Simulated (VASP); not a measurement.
Write the native input for VASP 6.6.1 that does the following.

```
Task                   : single point
Functional             : PBEsol
Potentials or basis    : VASP PAW PBE potentials, release 64 (Ca_sv, O)
Cutoff                 : 520 eV
k mesh                 : 2 × 2 × 2
Occupations            : fermi-dirac, width 0.112 eV
Spin                   : no spin polarisation
Dipole correction      : no
Further INCAR settings : LREAL = Auto; ALGO = Normal; EDIFF = 1e-07; NBANDS = 78
```

The structure of CaO lies in POSCAR:

```
CaO
1.0
    0.0000000000      4.7951002376      4.7951002376
    4.7951002376      0.0000000000      4.7951002376
    4.7951002376      4.7951002376      0.0000000000
Ca O
8 8
Direct
   -0.0175737724      0.0149830027      0.0237621727
    0.0049071967     -0.0253234539      0.5206761853
   -0.0039943899      0.4973167154      0.0287967911
    0.0123671033      0.4679206667      0.4998908013
    0.5045450314      0.0236234895     -0.0218316604
    0.4798369973      0.0166810903      0.4918884660
    0.5037510960      0.5289245009     -0.0193908355
    0.5024094139      0.4821255835      0.4936502644
    0.2411476179      0.2280448678      0.2825425816
    0.2413948495      0.2220023456      0.7956395718
    0.2589741483      0.7807165261      0.2109870388
    0.2580766697      0.7412651089      0.7383429594
    0.7277835347      0.2634872969      0.2462995436
    0.7625979268      0.2513147672      0.7350368763
    0.7761257983      0.7283649615      0.2225515520
    0.7683467117      0.7691433583      0.7249073696
```

One way to write it, as run:

INCAR

```
PREC = Accurate
ENCUT = 520
EDIFF = 1E-7
ISMEAR = -1
SIGMA = 0.112
LREAL = Auto
LASPH = T
NELM = 60
ALGO = Normal
ISIF = 2
LWAVE = F
LCHARG = F
GGA = PS
NBANDS = 78
```

KPOINTS

```
regular mesh
0
Gamma
  2 2 2
```

Potentials or basis: VASP PAW PBE potentials, release 64 (Ca_sv, O).

The run is started by

```bash
$ cat potpaw_PBE.64/Ca_sv/POTCAR potpaw_PBE.64/O/POTCAR > POTCAR
$ mpirun -np 1 vasp_std > vasp.out
```

Results of the run:

```
Pressure               : 2.3 GPa
Largest force          : 2.441 eV/Å
Band gap on the k mesh : 3.59 eV
```

Caveat: the k points lie up to 0.57 Å⁻¹ apart; the atoms stand as in a frame of molecular dynamics; the PAW data sets were made with another functional, which shifts forces and pressure a little.

Wall time 6 min on 1 thread of Intel(R) Xeon(R) Platinum 8488C (Sapphire Rapids), with other jobs on the host, peak memory 0.39 GiB.
